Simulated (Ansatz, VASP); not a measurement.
**Two plane-wave programs on Ni3Ge**

Contents of INCAR:

```
SYSTEM = Ni3Ge
ALGO = Fast ; EDIFF = 1E-7
ENCUT = 520 ; GGA = PS
ISIF = 2 ; ISMEAR = 0
LASPH = .TRUE. ; LCHARG = .TRUE.
LELF = .TRUE. ; LREAL = .FALSE.
LVHAR = .TRUE. ; LWAVE = .FALSE.
NBANDS = 30 ; NELM = 100
PREC = Accurate ; SIGMA = 0.15
```

File KPOINTS:

```
k-points
0
G
  14 14 14
  0 0 0
```

Contents of POSCAR:

```
Ni3Ge
1.0
    3.4191668464      0.0000000000      0.0000000000
    0.0000000000      3.4191668464      0.0000000000
    0.0000000000      0.0000000000      3.4720405605
Ni Ge
3 1
Direct
    0.5000000000      0.0000000000      0.5000000000
    0.0000000000      0.5000000000      0.5000000000
    0.5000000000      0.5000000000      0.0000000000
    0.0000000000      0.0000000000      0.0000000000
```

Input for Ansatz:

```yaml
crystal:
  lattice:
    - [3.4191668464, 0.0, 0.0]
    - [0.0, 3.4191668464, 0.0]
    - [0.0, 0.0, 3.4720405605]
  atoms:
    - { symbol: Ni, position: [0.5, 0.0, 0.5] }
    - { symbol: Ni, position: [0.0, 0.5, 0.5] }
    - { symbol: Ni, position: [0.5, 0.5, 0.0] }
    - { symbol: Ge, position: [0.0, 0.0, 0.0] }
basis:
  ecutwfc: 420
kpoints:
  mp_grid: { grid: [14, 14, 14] }
hamiltonian:
  xc: pbesol
scf:
  occupations: { method: gaussian, width: 0.15 }
output:
  forces: true
  stress: true
  eigenvalues: true
```

Change from the starting cell: strain -0.030 along x and y, -0.015 along z, atoms carried along.

Alike in both runs: task single point; functional PBEsol; k mesh 14 × 14 × 14; occupations gaussian, width 0.15 eV; no spin polarisation.

```csv
,VASP,Ansatz
version,VASP 6.6.1,Ansatz 0.2.0
potentials or method,"VASP PAW PBE potentials, release 64 (Ni, Ge_d), cutoff 520 eV","scalar-relativistic, plane waves, PAW"
valence electrons in the cell,44,68
```

|  | VASP | Ansatz | Ansatz less VASP |
| --- | --- | --- | --- |
| gap on the k mesh at the Fermi level (eV) | none | none | - |
| pressure (GPa) | 20.2 | 20.0 | -0.13 |
| traceless stress, the component that is largest in VASP (GPa) | -1.92 | -1.95 | -0.029 |

VASP's potentials were made for PBE, not for PBEsol. A gap of «none» marks a metal or a gap that the smearing closes. VASP's potentials hold 44 valence electrons a cell and Ansatz's 68, so a difference there can come from the potentials and not from the codes.
